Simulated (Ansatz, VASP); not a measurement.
Mg2Si: VASP beside Ansatz

The input INCAR:

```
PREC     = Accurate       # precision mode
ENCUT    = 600            # plane-wave cutoff, eV
EDIFF    = 1E-6           # SCF threshold, eV
ISMEAR   = 0              # smearing method
SIGMA    = 0.1            # smearing width, eV
LREAL    = False          # projectors in reciprocal space
LASPH    = True           # aspherical terms in the spheres
NELM     = 120            # most SCF steps
ALGO     = Normal         # electronic algorithm
ISIF     = 2              # what is computed and relaxed
LWAVE    = False          # write WAVECAR
LCHARG   = False          # write CHGCAR
GGA      = PE             # functional
IVDW     = 12             # dispersion correction
NBANDS   = 11             # bands
GGA_COMPAT= False
```

KPOINTS

```
Automatic mesh
0
Gamma
  6 6 6
```

File POSCAR:

```
Mg2Si
1.0
    0.0000000000      3.1698179195      3.1698179195
    3.1698179195      0.0000000000      3.1698179195
    3.1698179195      3.1698179195      0.0000000000
Mg Si
2 1
Direct
    0.2500000000      0.2500000000      0.2500000000
    0.7500000000      0.7500000000      0.7500000000
    0.0000000000      0.0000000000      0.0000000000
```

Input for Ansatz:

```yaml
crystal:
  lattice:
    - [0.0, 3.1698179195, 3.1698179195]
    - [3.1698179195, 0.0, 3.1698179195]
    - [3.1698179195, 3.1698179195, 0.0]
  atoms:
    - { symbol: Mg, position: [0.25, 0.25, 0.25] }
    - { symbol: Mg, position: [0.75, 0.75, 0.75] }
    - { symbol: Si, position: [0.0, 0.0, 0.0] }
basis:
  ecutwfc: 450
kpoints:
  mp_grid: { grid: [6, 6, 6] }
hamiltonian:
  xc: pbe
  dispersion: d3bj
scf:
  occupations: { method: gaussian, width: 0.1 }
output:
  forces: true
  stress: true
  eigenvalues: true
```

Alike in both runs: task single point; functional PBE; dispersion D3(BJ); k mesh 6 × 6 × 6; occupations gaussian, width 0.1 eV; no spin polarisation.

|  | VASP | Ansatz |
| --- | --- | --- |
| version | VASP 6.6.1 | Ansatz 0.2.0 |
| potentials or method | VASP PAW PBE potentials, release 64 (Mg, Si), cutoff 600 eV | scalar-relativistic, plane waves, PAW |
| valence electrons in the cell | 8 | 24 |

```tsv
	VASP	Ansatz	Ansatz less VASP
gap on the k mesh at the Fermi level (eV)	0.20	0.20	+0.002
least direct gap on the mesh (eV)	1.91	1.91	+0.002
pressure (GPa)	-1.9	-1.8	+0.12
```

VASP's potentials hold 8 valence electrons a cell and Ansatz's 24, so a difference there can come from the potentials and not from the codes.
